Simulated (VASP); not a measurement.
Runs of VASP 6.6.1 on Sn. The structure is that of space group I4/mmm (No. 139), or close to it. The cells are those of the table. 

```tsv
task	level	potentials or basis	cell	cutoff (eV)	gap on the mesh (eV)	pressure (GPa)	relaxed volume (Å³/atom)
single point	PBEsol	VASP PAW PBE potentials, release 64 (Sn_d)	a = 3.326 Å, angles 118.5, 118.5, 92.7°, 1 atom	520	none	0.0	-
single point	LDA	VASP PAW LDA potentials, release 64 (Sn_d)	a = 3.297 Å, angles 118.4, 118.4, 92.7°, 1 atom	520	none	0.0	-
relaxation of cell and atoms	PBEsol	VASP PAW PBE potentials, release 64 (Sn_d)	relaxed from a = 3.406 Å, angles 119.1, 117.2, 93.3°, 1 atom	600	none	0.0	(a)
single point	PBEsol+D3(BJ)	VASP PAW PBE potentials, release 64 (Sn_d)	a = 3.274 Å, angles 118.3, 118.4, 92.9°, 1 atom	520	none	0.0	-
relaxation of cell and atoms	PBEsol+D3(BJ)	VASP PAW PBE potentials, release 64 (Sn_d)	relaxed from a = 3.406 Å, angles 119.1, 117.2, 93.3°, 1 atom	600	none	0.0	25.42
relaxation of cell and atoms	LDA	VASP PAW LDA potentials, release 64 (Sn_d)	relaxed from a = 3.406 Å, angles 119.1, 117.2, 93.3°, 1 atom	600	none	0.0	25.96
```

Alike in all rows: no spin polarisation; k mesh 11 × 11 × 11; smearing methfessel-paxton 0.1 eV.

Estimate the missing entries.

(a) 26.59.

Caveats: spin-orbit coupling is left out, which moves the levels of the heavy elements; the PAW data sets were made with another functional, which shifts forces and pressure a little (some runs); pairwise dispersion overbinds metals, which lowers pressure and volume (some runs).

A k mesh can miss the band edges, and the runs leave out spin-orbit coupling on Sn.

A gap of «none» marks levels without a gap at the run's occupations.
